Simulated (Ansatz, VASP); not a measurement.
Two plane-wave programs on C

INCAR

```
PREC = Accurate
ENCUT = 520
EDIFF = 1E-6
ISMEAR = 0
SIGMA = 0.02
LREAL = F
LASPH = T
NELM = 80
ALGO = Normal
ISIF = 2
LWAVE = F
LCHARG = F
GGA = PE
NBANDS = 11
```

File KPOINTS:

```
Automatic mesh
0
Gamma
  12 12 12
```

POSCAR

```
C
1.0
    0.0000000000      1.7857375320      1.7857375320
    1.7857375320      0.0000000000      1.7857375320
    1.7857375320      1.7857375320      0.0000000000
C
2
Direct
    0.5000000000      0.5000000000      0.5000000000
    0.7500000000      0.7500000000      0.7500000000
```

Input for Ansatz:

```yaml
crystal:
  lattice:
    - [0.0, 1.785737532, 1.785737532]
    - [1.785737532, 0.0, 1.785737532]
    - [1.785737532, 1.785737532, 0.0]
  atoms:
    - { symbol: C, position: [0.5, 0.5, 0.5] }
    - { symbol: C, position: [0.75, 0.75, 0.75] }
basis:
  ecutwfc: 420
kpoints:
  mp_grid: { grid: [12, 12, 12] }
  band_path: { path: [VBM, CBM], npoints: 2 }
hamiltonian:
  xc: pbe
scf:
  occupations: { method: gaussian, width: 0.02 }
output:
  forces: true
  stress: true
  eigenvalues: true
```

Alike in both runs: task single point; functional PBE; k mesh 12 × 12 × 12; occupations gaussian, width 0.02 eV; no spin polarisation.

|  | VASP | Ansatz |
| --- | --- | --- |
| version | VASP 6.6.1 | Ansatz 0.2.0 |
| potentials or method | VASP PAW PBE potentials, release 64 (C), cutoff 520 eV | scalar-relativistic, plane waves, PAW |
| valence electrons in the cell | 8 | 8 |

|  | VASP | Ansatz | Ansatz less VASP |
| --- | --- | --- | --- |
| gap on the k mesh at the Fermi level (eV) | 4.14 | 4.15 | +0.007 |
| least direct gap on the mesh (eV) | 5.58 | 5.58 | +0.004 |
| pressure (GPa) | 0.7 | 0.0 | -0.66 |
